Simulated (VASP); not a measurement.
# Re (Fm-3m) in VASP: notebook, part 2 of 3

VASP 6.6.1. The steps go on from the part before.

**3. Single point, LDA (14.96 Å³/atom)**

This run uses another cell than the first one, of 14.96 Å³/atom.

Contents of INCAR:

```
SYSTEM = Re
ALGO = Normal
EDIFF = 1E-6
ENCUT = 560
GGA_COMPAT = .FALSE.
ISIF = 2
ISMEAR = -1
LASPH = .TRUE.
LCHARG = .TRUE.
LELF = .TRUE.
LREAL = .FALSE.
LVHAR = .TRUE.
LWAVE = .FALSE.
NBANDS = 14
NELM = 120
PREC = Accurate
SIGMA = 0.1
```

Contents of KPOINTS:

```
k-points
0
G
  16 16 16
  0 0 0
```

Contents of POSCAR:

```
Re
1.0
    0.0000000000      1.9555705218      1.9555705218
    1.9555705218      0.0000000000      1.9555705218
    1.9555705218      1.9555705218      0.0000000000
Re
1
Direct
    0.0000000000      0.0000000000      0.0000000000
```

Potentials or basis: VASP PAW LDA potentials, release 64 (Re_sv_GW).

Launch:

```
> cat potpaw_LDA.64/Re_sv_GW/POTCAR > POTCAR
> mpirun -np 1 vasp_std > vasp.out
```

OUTCAR:

```text
SYSTEM = Re
   EDIFF = 1E-6
   ENCUT = 560
   ISIF = 2
   ISMEAR = -1
   LASPH = .TRUE.
   LREAL = .FALSE.
   NELM = 120
   PREC = Accurate

 ion  position               nearest neighbor table
   1  0.000  0.000  0.000-

  LATTYP: Found a face centered cubic cell.
 ALAT       =     3.9111410436

  Lattice vectors:

 A1 = (   0.0000000000,   1.9555705218,   1.9555705218)
 A2 = (   1.9555705218,   0.0000000000,   1.9555705218)
 A3 = (   1.9555705218,   1.9555705218,   0.0000000000)

Analysis of symmetry for initial positions (statically):
=====================================================================
 Subroutine PRICEL returns:
 Original cell was already a primitive cell.

 Routine SETGRP: Setting up the symmetry group for a
 face centered cubic supercell.

 Subroutine GETGRP returns: Found 48 space group operations
 (whereof 48 operations were pure point group operations)
 out of a pool of 48 trial point group operations.

The static configuration has the point symmetry O_h .

Analysis of symmetry for dynamics (positions and initial velocities):
=====================================================================
 Subroutine PRICEL returns:
 Original cell was already a primitive cell.

 Routine SETGRP: Setting up the symmetry group for a
 face centered cubic supercell.

 Subroutine GETGRP returns: Found 48 space group operations
 (whereof 48 operations were pure point group operations)
 out of a pool of 48 trial point group operations.

The dynamic configuration has the point symmetry O_h .

 Subroutine INISYM returns: Found 48 space group operations
 (whereof 48 operations are pure point group operations),
 and found     1 'primitive' translations

----------------------------------------------------------------------------------------

                                     Primitive cell

  volume of cell :      14.9572

  direct lattice vectors                    reciprocal lattice vectors
     0.000000000  1.955570522  1.955570522    -0.255679861  0.255679861  0.255679861
     1.955570522  0.000000000  1.955570522     0.255679861 -0.255679861  0.255679861
     1.955570522  1.955570522  0.000000000     0.255679861  0.255679861 -0.255679861
[... 107 lines left out ...]
   GGA     = CA    functional components
   LHFCALC =     F    Hartree Fock is set to
   AEXX    =    0.0000 exact exchange contribution
   IVDW    =     0    specifies the selected vdW correction
   LEPSILON=     F    determine dielectric tensor
   LRPA    =     F    only Hartree local field effects (RPA)
 non-spin polarized calculation
  energy-cutoff  :      560.00
  volume of cell :       14.96
 maximum number of plane-waves:       464
 NGX is ok and might be reduce to    24
   NGX = 11   NGY = 11   NGZ = 11

 number of electron      15.0000001 magnetization

 Free energy of the ion-electron system (eV)
  ---------------------------------------------------
  ext. energy  EPLUGINS =         0.00000000
  ---------------------------------------------------
  free energy    TOTEN  =       -15.30331237 eV

  energy without entropy =      -15.27732397  energy(sigma->0) =      -15.29031817

 E-fermi :  12.7639     XC(G=0): -14.3247

 val. band max:       12.7274527972   @ k =   0.1875   0.1250   0.0000
 cond. band min:      12.7817146643   @ k =  -0.2500   0.3125   0.0625
 fundamental gap:      0.0542618671
 Fermi energy:        12.7638964490

 k-point     1 :       0.0000    0.0000    0.0000
  band No.  band energies     occupation
      1     -66.9559      2.00000
      2     -28.4301      2.00000
      3     -28.4301      2.00000
      4     -28.4301      2.00000
      5       2.8349      2.00000
      6      10.8906      2.00000
      7      10.8906      2.00000
      8      10.8906      2.00000
      9      13.9910      0.00001
     10      13.9910      0.00001
     11      25.8929      0.00000
     12      31.3265      0.00000
     13      31.3265      0.00000
     14      31.3265      0.00000
[... 377 lines left out ...]
      1     -66.9447      2.00000
      2     -28.5434      2.00000
      3     -28.4632      2.00000
      4     -28.4381      2.00000
      5       3.3104      2.00000
      6      10.5584      2.00000
      7      11.0905      2.00000
      8      11.1440      2.00000
      9      13.6505      0.00028
     10      14.0040      0.00001
     11      26.7862      0.00000
     12      29.9045      0.00000
     13      31.6568      0.00000
     14      32.4370      0.00000

 [... further k-points ...]
[... 5 lines left out ...]
  --------------------------------------------------------------------------------------
  -------------------------------------------------------------------------------------
  Total       -1.3502873     -1.3502873     -1.3502873      0.0000000      0.0000000      0.0000000
  in kB     -144.6393039   -144.6393039   -144.6393039      0.0000000      0.0000000      0.0000000
  external PRESSURE =    -144.6393039 kB  Pullay stress =       0.0000000 kB

 VOLUME and BASIS-vectors are now :
 -----------------------------------------------------------------------------
  energy-cutoff  :      560.00
  volume of cell :       14.96
      direct lattice vectors                 reciprocal lattice vectors
     0.000000000  1.955570522  1.955570522    -0.255679861  0.255679861  0.255679861
     1.955570522  0.000000000  1.955570522     0.255679861 -0.255679861  0.255679861
     1.955570522  1.955570522  0.000000000     0.255679861  0.255679861 -0.255679861

 POSITION                                       TOTAL-FORCE (eV/Angst)
 -----------------------------------------------------------------------------------
      0.00000      0.00000      0.00000         0.000000     -0.000000      0.000000
 -----------------------------------------------------------------------------------
    total drift:                                0.000000      0.000000      0.000000

  FREE ENERGIE OF THE ION-ELECTRON SYSTEM (eV)
  ---------------------------------------------------
  free  energy   TOTEN  =       -15.3033123666 eV

  energy  without entropy=      -15.2773239676  energy(sigma->0) =      -15.29031817
```

OSZICAR:

```text
N       E                     dE             d eps       ncg     rms          rms(c)
DAV:   1     0.825727534629E+02    0.82573E+02   -0.99692E+03  4116   0.116E+03
DAV:   2    -0.147044965361E+02   -0.97277E+02   -0.92064E+02  5296   0.312E+02
DAV:   3    -0.164942376841E+02   -0.17897E+01   -0.17812E+01  4468   0.381E+01
DAV:   4    -0.164978332786E+02   -0.35956E-02   -0.35955E-02  4768   0.224E+00
DAV:   5    -0.164978479087E+02   -0.14630E-04   -0.14631E-04  4534   0.119E-01    0.106E+02
DAV:   6    -0.154772584508E+02    0.10206E+01   -0.97660E-01  4192   0.948E+00    0.652E+01
DAV:   7    -0.153535743624E+02    0.12368E+00   -0.76006E-01  4492   0.795E+00    0.104E+01
DAV:   8    -0.153035148157E+02    0.50060E-01   -0.13446E-01  4108   0.366E+00    0.268E+00
DAV:   9    -0.153033538922E+02    0.16092E-03   -0.26779E-03  4534   0.540E-01    0.257E+00
DAV:  10    -0.153033142505E+02    0.39642E-04   -0.93642E-05  4498   0.104E-01    0.612E-01
DAV:  11    -0.153033125071E+02    0.17434E-05   -0.53704E-06  4438   0.255E-02    0.660E-02
DAV:  12    -0.153033123666E+02    0.14046E-06   -0.10577E-06  2212   0.108E-02
   1 F= -.15303312E+02 E0= -.15290318E+02  d E =-.259884E-01
```

Run time: 25 s. Hardware: 1 thread of Intel Xeon Platinum 8375C at 2.90GHz (Ice Lake), shared host; peak memory 0.16 GiB.

Results:

```
Free energy            : -15.3033 eV
Pressure               : -14.5 GPa
Band gap on the k mesh : zero (an odd number of electrons rules out a gap without spin polarisation)
```

Levels at points of the mesh, in eV from the Fermi level:
```
           k point  band 4  band 5  band 6  band 7  band 8  band 9  band 10  band 11  band 12  band 13
(0.00, 0.00, 0.00)  -41.19   -9.93   -1.87   -1.87   -1.87    1.23     1.23    13.13    18.56    18.56
(0.50, 0.00, 0.00)  -41.35   -6.73   -2.08   -2.08    0.33    3.74     3.74     9.76    12.78    19.13
(0.50, 0.50, 0.00)  -41.62   -6.67   -5.82    2.85    3.68    4.48     4.48    11.96    11.96    12.76
```

Caveat: the cell stands under tension; spin-orbit coupling is left out, which moves the levels of the heavy elements.

**4. Single point, LDA (14.38 Å³/atom)**

This run uses another cell than the first one, of 14.38 Å³/atom.

Contents of INCAR:

```
SYSTEM = Re
PREC = Accurate ; ENCUT = 560
EDIFF = 1E-6 ; ISMEAR = -1
SIGMA = 0.1 ; LREAL = .FALSE.
LASPH = .TRUE. ; NELM = 120
ALGO = Normal ; ISIF = 2
LWAVE = .FALSE. ; LCHARG = .FALSE.
GGA = CA ; NBANDS = 14
GGA_COMPAT = .FALSE.
```

Contents of KPOINTS:

```
regular mesh
0
G
  16 16 16
  0 0 0
```

Contents of POSCAR:

```
Re
1.0
    0.0000000000      1.9301706271      1.9301706271
    1.9301706271      0.0000000000      1.9301706271
    1.9301706271      1.9301706271      0.0000000000
Re
1
Direct
    0.0000000000      0.0000000000      0.0000000000
```

Launch:

```
> cat potpaw_LDA.64/Re_sv_GW/POTCAR > POTCAR
> mpirun -np 1 vasp_std > vasp.out
```

It took 20 s on 1 thread of Intel Xeon Platinum 8375C at 2.90GHz (Ice Lake), shared host; peak memory 0.16 GiB.

Results (log left out):

- Free energy: -15.3250 eV
- Pressure: 0.2 GPa
- Band gap on the k mesh: zero (an odd number of electrons rules out a gap without spin polarisation)

Levels at points of the mesh, in eV from the Fermi level:
| k point | band 4 | band 5 | band 6 | band 7 | band 8 | band 9 | band 10 | band 11 | band 12 | band 13 |
| --- | --- | --- | --- | --- | --- | --- | --- | --- | --- | --- |
| (0.00, 0.00, 0.00) | -41.12 | -10.19 | -1.98 | -1.98 | -1.98 | 1.30 | 1.30 | 13.12 | 18.76 | 18.76 |
| (0.50, 0.00, 0.00) | -41.30 | -7.01 | -2.21 | -2.21 | 0.41 | 3.97 | 3.97 | 10.35 | 12.78 | 19.51 |
| (0.50, 0.50, 0.00) | -41.60 | -7.02 | -6.14 | 3.04 | 3.92 | 4.76 | 4.76 | 12.26 | 12.26 | 13.49 |

Caveat: spin-orbit coupling is left out, which moves the levels of the heavy elements.

(Part 2 of 3 ends here.)

The gap in the log of VASP goes by the Fermi energy; the results here count the filled bands.